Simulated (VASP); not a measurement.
Input of a VASP 6.6.1 run:

Contents of INCAR:

```
ALGO = Normal ; EDIFF = 1E-6
ENCUT = 520 ; GGA = PE
ISIF = 2 ; ISMEAR = 0
LASPH = T ; LCHARG = T
LELF = T ; LREAL = F
LVHAR = T ; LWAVE = F
NBANDS = 15 ; NELM = 80
PREC = Accurate ; SIGMA = 0.01
```

Contents of KPOINTS:

```
k-points
0
Gamma
  6 6 6
```

File POSCAR:

```
RbBr
1.0
    4.1073086403      0.0000000000      0.0000000000
    0.0000000000      4.1073086403      0.0000000000
    0.0000000000      0.0000000000      4.1073086403
Rb Br
1 1
Direct
    0.0000000000      0.0000000000      0.0000000000
    0.5000000000      0.5000000000      0.5000000000
```

Potentials or basis: VASP PAW PBE potentials, release 64 (Rb_sv, Br).

The run is started by

```bash
$ cat potpaw_PBE.64/Rb_sv/POTCAR potpaw_PBE.64/Br/POTCAR > POTCAR
$ mpirun -np 1 vasp_std > vasp.out
```

Task: Predict the band gap on the k mesh.

Result: 4.13 eV, indirect (least direct gap 4.28 eV).

Task: Estimate the pressure.

Result: 1.1 GPa.

 A k mesh can miss the band edges.
